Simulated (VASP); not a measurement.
Here is a VASP 6.6.1 calculation.

Contents of POSCAR:

```
Si
1.0
    0.0000000000      2.5043369141      2.9398737687
    2.5043369141      0.0000000000      2.9398737687
    2.5043369141      2.5043369141      0.0000000000
Si
2
Direct
    0.5000000000      0.5000000000      0.5000000000
    0.7500000000      0.7500000000      0.7500000000
```

File INCAR.step1:

```
PREC = Accurate
ENCUT = 520
ISMEAR = 0
SIGMA = 0.05
LREAL = F
LASPH = T
NELM = 60
NBANDS = 11
GGA = PE
ALGO = Normal
EDIFF = 1E-4
LWAVE = T
LCHARG = F
```

INCAR.step2

```
PREC = Accurate
ENCUT = 520
EDIFF = 1E-6
ISMEAR = 0
SIGMA = 0.05
LREAL = F
LASPH = T
NELM = 60
ALGO = Normal
ISIF = 2
LWAVE = F
LCHARG = F
METAGGA = R2SCAN
LMIXTAU = T
NBANDS = 11
ISTART = 1
```

KPOINTS

```
Automatic mesh
0
Gamma
  8 8 8
```

Potentials or basis: VASP PAW PBE potentials, release 64 (Si).

Run with:

```console
$ cat potpaw_PBE.64/Si/POTCAR > POTCAR
$ cp INCAR.step1 INCAR
$ mpirun -np 1 vasp_std > vasp.out
$ cp INCAR.step2 INCAR
$ mpirun -np 1 vasp_std > vasp.out
```

Problem. What does it give for the pressure?

Solution. 8.9 GPa.

Problem. Predict the band gap on the k mesh.

Solution. Zero (bands 4 and 5 overlap by 0.31 eV).

Stress tensor (GPa, compression positive):
```
15.94  0.00  0.00
 0.00 15.94  0.00
 0.00  0.00 -5.18
```

Caveat: the cell differs from its parent crystal (strain -0.080 along x and y, +0.080 along z); the cell stands under pressure; semilocal functionals underestimate gaps, so a narrow gap can read as zero; the PAW data sets were made with another functional, which shifts forces and pressure a little.
